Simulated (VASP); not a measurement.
# Cr (Im-3m) in VASP: relaxation of cell and atoms with PBE

Aim: the relaxation of cell and atoms of Cr with PBE.

All numbers are computed with VASP 6.6.1; they aren't measurements. Logs are shortened: lines on timing, memory, paths and dates and some standing lists are left out, and cuts for length are marked.

**1. The cell of the first run**

It takes space group Im-3m (No. 229, cubic). The conventional cell has a = 2.865 Å, b = 2.865 Å, c = 2.865 Å, α = 90.00°, β = 90.00°, γ = 90.00°. Cr (site symmetry m-3m) has 14 Cr at 2.48 to 2.87 Å within 3.3 Å.

**2. Relaxation of cell and atoms, PBE, collinear spin, ferromagnetic start**

INCAR reads:

```
SYSTEM = Cr
ALGO = Normal
EDIFF = 1E-7
EDIFFG = -0.005
ENCUT = 600
GGA = PE
IBRION = 2
ISIF = 3
ISMEAR = -1
ISPIN = 2
LASPH = .TRUE.
LCHARG = .FALSE.
LMAXMIX = 4
LORBIT = 11
LREAL = .FALSE.
LWAVE = .FALSE.
MAGMOM = 2
NELM = 150
NSW = 60
PREC = Accurate
SIGMA = 0.1
```

KPOINTS reads:

```
k-points
0
G
  20 20 20
  0 0 0
```

POSCAR reads:

```
Cr
1.0
   -1.4326509582      1.4326509582      1.4326509582
    1.4326509582     -1.4326509582      1.4326509582
    1.4326509582      1.4326509582     -1.4326509582
Cr
1
Direct
    0.0000000000      0.0000000000      0.0000000000
```

Potentials or basis: VASP PAW PBE potentials, release 64 (Cr_pv).

Run with:

```console
$ cat potpaw_PBE.64/Cr_pv/POTCAR > POTCAR
$ mpirun -np 1 vasp_std > vasp.out
```

OUTCAR:

```text
SYSTEM = Cr
   EDIFF = 1E-7
   EDIFFG = -0.005
   ENCUT = 600
   GGA = PE
   IBRION = 2
   ISIF = 3
   ISMEAR = -1
   ISPIN = 2
   LASPH = .TRUE.
   LORBIT = 11
   LREAL = .FALSE.
   NELM = 150
   NSW = 60
   PREC = Accurate

 ion  position               nearest neighbor table
   1  0.000  0.000  0.000-

  LATTYP: Found a body centered cubic cell.
 ALAT       =     2.8653019164

  Lattice vectors:

 A1 = (  -1.4326509582,   1.4326509582,   1.4326509582)
 A2 = (   1.4326509582,  -1.4326509582,   1.4326509582)
 A3 = (   1.4326509582,   1.4326509582,  -1.4326509582)

Analysis of symmetry for initial positions (statically):
=====================================================================
 Subroutine PRICEL returns:
 Original cell was already a primitive cell.

 Routine SETGRP: Setting up the symmetry group for a
 body centered cubic supercell.

 Subroutine GETGRP returns: Found 48 space group operations
 (whereof 48 operations were pure point group operations)
 out of a pool of 48 trial point group operations.

The static configuration has the point symmetry O_h .

Analysis of symmetry for dynamics (positions and initial velocities):
=====================================================================
 Subroutine PRICEL returns:
 Original cell was already a primitive cell.

 Routine SETGRP: Setting up the symmetry group for a
 body centered cubic supercell.

 Subroutine GETGRP returns: Found 48 space group operations
 (whereof 48 operations were pure point group operations)
 out of a pool of 48 trial point group operations.

The dynamic configuration has the point symmetry O_h .

Analysis of structural, dynamic, and magnetic symmetry:
=====================================================================
 Subroutine PRICEL returns:
 Original cell was already a primitive cell.

 Routine SETGRP: Setting up the symmetry group for a
 body centered cubic supercell.

 Subroutine GETGRP returns: Found 48 space group operations
 (whereof 48 operations were pure point group operations)
 out of a pool of 48 trial point group operations.

The overall configuration has the point symmetry O_h .

 Subroutine INISYM returns: Found 48 space group operations
 (whereof 48 operations are pure point group operations),
 and found     1 'primitive' translations

----------------------------------------------------------------------------------------

                                     Primitive cell

  volume of cell :      11.7620

  direct lattice vectors                    reciprocal lattice vectors
    -1.432650958  1.432650958  1.432650958     0.000000000  0.349003361  0.349003361
     1.432650958 -1.432650958  1.432650958     0.349003361  0.000000000  0.349003361
     1.432650958  1.432650958 -1.432650958     0.349003361  0.349003361  0.000000000

  length of vectors
     2.481424249  2.481424249  2.481424249     0.493565287  0.493565287  0.493565287

  position of ions in fractional coordinates (direct lattice)
     0.000000000  0.000000000  0.000000000

  ion indices of the primitive-cell ions
   primitive index   ion index
                 1           1

----------------------------------------------------------------------------------------

 KPOINTS: k-points

Automatic generation of k-mesh.
 Grid dimensions read from file:
 generate k-points for:   20   20   20

 Generating k-lattice:

  Cartesian coordinates                     Fractional coordinates (reciprocal lattice)
     0.000000000  0.017450168  0.017450168     0.050000000  0.000000000  0.000000000
     0.017450168  0.000000000  0.017450168     0.000000000  0.050000000  0.000000000
     0.017450168  0.017450168  0.000000000     0.000000000  0.000000000  0.050000000

  Length of vectors
     0.024678264  0.024678264  0.024678264

  Shift w.r.t. Gamma in fractional coordinates (k-lattice)
     0.000000000  0.000000000  0.000000000

 Subroutine IBZKPT returns following result:
 ===========================================

 Found    256 irreducible k-points:

 Following reciprocal coordinates:
            Coordinates               Weight
  0.000000  0.000000  0.000000      1.000000
  0.050000  0.000000  0.000000     12.000000
  0.100000  0.000000  0.000000     12.000000
  0.150000  0.000000  0.000000     12.000000
  0.200000  0.000000  0.000000     12.000000
  0.250000  0.000000  0.000000     12.000000
[... 16 lines left out ...]
  0.200000  0.100000  0.000000     48.000000
  0.250000  0.100000  0.000000     48.000000
 [... further k-points ...]
   k-points           NKPTS =    256   k-points in BZ     NKDIM =    256   number of bands    NBANDS=     11
   number of dos      NEDOS =    301   number of ions     NIONS =      1
   total plane-waves  NPLWV =   8000
   dimension x,y,z NGX =    20 NGY =   20 NGZ =   20
   dimension x,y,z NGXF=    40 NGYF=   40 NGZF=   40
   ions per type =               1
   NGX,Y,Z   is equivalent  to a cutoff of  13.40, 13.40, 13.40 a.u.
   NGXF,Y,Z  is equivalent  to a cutoff of  26.80, 26.80, 26.80 a.u.
 SYSTEM =  Cr
   PREC   = accura    normal or accurate (medium, high low for compatibility)
   ISTART =      0    job   : 0-new  1-cont  2-samecut
   ICHARG =      2    charge: 1-file 2-atom 10-const
   ISPIN  =      2    spin polarized calculation?
   LNONCOLLINEAR =      F non collinear calculations
   LSORBIT =      F    spin-orbit coupling
   LASPH  =      T    aspherical Exc in radial PAW
   ENCUT  =  600.0 eV  44.10 Ry    6.64 a.u.   4.96  4.96  4.96*2*pi/ulx,y,z
   NELM   =    150;   NELMIN=  2; NELMDL= -5     # of ELM steps
   EDIFF  = 0.1E-06   stopping-criterion for ELM
   LREAL  =      F    real-space projection
   EDIFFG = -.5E-02   stopping-criterion for IOM
   NSW    =     60    number of steps for IOM
   IBRION =      2    ionic relax: 0-MD 1-quasi-New 2-CG
   NFREE  =      1    steps in history (QN), initial steepest desc. (CG)
   ISIF   =      3    stress and relaxation
   ISYM   =      2    0-nonsym 1-usesym 2-fastsym
   POTIM  = 0.5000    time-step for ionic-motion
   TEBEG  =    0.0;   TEEND  =   0.0 temperature during run
   PSTRESS=    0.0 pullay stress
   NELECT =      12.0000    total number of electrons
   NUPDOWN=      -1.0000    fix difference up-down
   EMIN   =  10.00;   EMAX   =-10.00  energy-range for DOS
   EFERMI =   0.00;   METHOD = LEGACY
   ISMEAR =    -1;   SIGMA  =   0.10  broadening in eV -4-tet -1-fermi 0-gaus
   EFERMI_NEDOS =   21; number of points for ismear=-14 and -15
   IALGO  =     38    algorithm
   IMIX   =      4    mixing-type and parameters
     AMIX     =   0.40;   BMIX     =  1.00
     AMIX_MAG =   1.60;   BMIX_MAG =  1.00
  volume/ion in A,a.u.               =      11.76        79.37
  Fermi-wavevector in a.u.,A,eV,Ry     =   1.648067  3.114395 36.955120  2.716125
  Thomas-Fermi vector in A             =   2.737419
   LORBIT       =     11    0 simple, 1 ext, 2 COOP (PROOUT), +10 PAW based schemes
   GGA     = PE    functional components
   LHFCALC =     F    Hartree Fock is set to
   AEXX    =    0.0000 exact exchange contribution
   IVDW    =     0    specifies the selected vdW correction
   LEPSILON=     F    determine dielectric tensor
   LRPA    =     F    only Hartree local field effects (RPA)
 conjugate gradient relaxation of ions
 spin polarized calculation
  energy-cutoff  :      600.00
  volume of cell :       11.76
 maximum number of plane-waves:       406
   NGX =  9   NGY =  9   NGZ =  9

--------------------------------------- Ionic step        1  -------------------------------------------

 number of electron      11.9999992 magnetization      -0.0000379

 number of electron      11.9999992 magnetization       0.0000062

 Free energy of the ion-electron system (eV)
  ---------------------------------------------------
  ext. energy  EPLUGINS =         0.00000000
  ---------------------------------------------------
  free energy    TOTEN  =        -9.52461153 eV

  energy without entropy =       -9.50068381  energy(sigma->0) =       -9.51264767

------------------------ aborting loop because EDIFF is reached ----------------------------------------

  FORCE on cell =-STRESS in cart. coord.  units (eV):
  Direction    XX          YY          ZZ          XY          YZ          ZX
  --------------------------------------------------------------------------------------
  -------------------------------------------------------------------------------------
  Total       -0.3603956     -0.3603956     -0.3603956      0.0000000     -0.0000000      0.0000000
  in kB      -49.0917950    -49.0917950    -49.0917950      0.0000000     -0.0000000      0.0000000
  external PRESSURE =     -49.0917950 kB  Pullay stress =       0.0000000 kB
[... 59 lines left out ...]
--------------------------------------- Ionic step        3  -------------------------------------------

 number of electron      11.9999996 magnetization       0.0000001

 number of electron      11.9999996 magnetization      -0.0000001

 Free energy of the ion-electron system (eV)
  ---------------------------------------------------
  ext. energy  EPLUGINS =         0.00000000
  ---------------------------------------------------
  free energy    TOTEN  =        -9.52823825 eV

  energy without entropy =       -9.50487866  energy(sigma->0) =       -9.51655846

 E-fermi :  10.9937     XC(G=0): -13.6829

 val. band max:       10.9836525417   @ k =  -0.2000   0.3000   0.1000
 cond. band min:      10.9956704654   @ k =   0.1000   0.1000   0.0000
 fundamental gap:      0.0120179237
 Fermi energy:        10.9936952998

 spin component 1

 k-point     1 :       0.0000    0.0000    0.0000
  band No.  band energies     occupation
      1     -31.7242      1.00000
      2     -31.7242      1.00000
      3     -31.7242      1.00000
      4       3.1332      1.00000
      5      10.0856      0.99989
      6      10.0856      0.99989
      7      10.0856      0.99989
      8      12.1439      0.00001
      9      12.1439      0.00001
     10      18.1102      0.00000
     11      33.3109      0.00000
[... 309 lines left out ...]
 k-point    24 :       0.2500    0.1000    0.0000
  band No.  band energies     occupation
      1     -32.3455      1.00000
      2     -31.9246      1.00000
      3     -31.7592      1.00000
      4       6.3260      1.00000
      5       9.0348      1.00000
      6       9.5566      1.00000
      7      11.7671      0.00044
      8      12.4232      0.00000
      9      12.7597      0.00000
     10      18.1090      0.00000
     11      26.0981      0.00000

 [... further k-points ...]

 spin component 2

 k-point     1 :       0.0000    0.0000    0.0000
  band No.  band energies     occupation
      1     -31.7242      1.00000
      2     -31.7242      1.00000
      3     -31.7242      1.00000
      4       3.1332      1.00000
      5      10.0856      0.99989
      6      10.0856      0.99989
      7      10.0856      0.99989
      8      12.1439      0.00001
      9      12.1439      0.00001
     10      18.1102      0.00000
     11      33.3109      0.00000
[... 350 lines left out ...]
  FREE ENERGIE OF THE ION-ELECTRON SYSTEM (eV)
  ---------------------------------------------------
  free  energy   TOTEN  =        -9.5282382530 eV

  energy  without entropy=       -9.5048786606  energy(sigma->0) =       -9.51655846

 reached required accuracy - stopping structural energy minimisation

 total charge

# of ion       s       p       d       tot
------------------------------------------
    1        0.441   6.406   4.215  11.062

 magnetization (x)

# of ion       s       p       d       tot
------------------------------------------
    1        0.000  -0.000   0.000   0.000
```

Run time: 2.1 min. Hardware: 1 thread of Intel Xeon Platinum 8488C (Sapphire Rapids), shared host; peak memory 0.19 GiB.

Results:

```yaml
Free_energy: -9.5282 eV
Relaxed_volume: 11.53 Å³/atom
Relaxed_cell: a = 2.465 Å, b = 2.465 Å, c = 2.465 Å, α = 109.47°, β = 109.47°, γ = 109.47°
Space_group_after_relaxing_to_0.05_Å: Im-3m (No. 229)
Energy_gained_by_relaxing: 3.6 meV/atom
Ionic_steps: 3
Pressure_after_relaxing: 0.0 GPa
Band_gap_on_the_k_mesh: zero (filled and empty bands overlap)
Net_moment: 0.00 μB per cell
Valence_electrons_inside_the_program's_atomic_spheres: Cr 11.06
```

The path:
```csv
step,energy change (eV),largest force (eV/Å),pressure (GPa),volume (Å³)
1,0.0000,0.0000,-4.91,11.76
2,0.0065,0.0000,9.05,11.16
3,-0.0036,0.0000,-0.04,11.53
```

Final structure:
```cif
data_structure
_symmetry_space_group_name_H-M 'P 1'
_symmetry_Int_Tables_number 1
_cell_length_a 2.4651
_cell_length_b 2.4651
_cell_length_c 2.4651
_cell_angle_alpha 109.471
_cell_angle_beta 109.471
_cell_angle_gamma 109.471
_cell_volume 11.53
loop_
_atom_site_label
_atom_site_type_symbol
_atom_site_fract_x
_atom_site_fract_y
_atom_site_fract_z
_atom_site_occupancy
Cr1 Cr 0.00000 0.00000 0.00000 1
```

Caveat: the starting moments collapsed, and a magnetic state may lie lower.
